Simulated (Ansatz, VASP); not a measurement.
**Ti: VASP beside Ansatz**

```
Ti
1.0
     2.73478    0.00000    0.00000
    -1.36739    2.36839    0.00000
     0.00000    0.00000    2.73266
Ti
1
Cartesian
  0.0000 0.0000 0.0000
```

Alike in both runs: task single point; functional PBE; k mesh 15 × 15 × 14; occupations fermi-dirac, width 0.08 eV; no spin polarisation.

|  | VASP | Ansatz |
| --- | --- | --- |
| version | VASP 6.6.1 | Ansatz 0.2.0 |
| potentials or method | VASP PAW PBE potentials, release 64 (Ti_sv), cutoff 520 eV | all-electron LAPW, scalar-relativistic |

```csv
,VASP,Ansatz,Ansatz less VASP
pressure (GPa),-0.2,0.0,+0.19
```

Ansatz ran all-electron here, and VASP with PAW potentials.
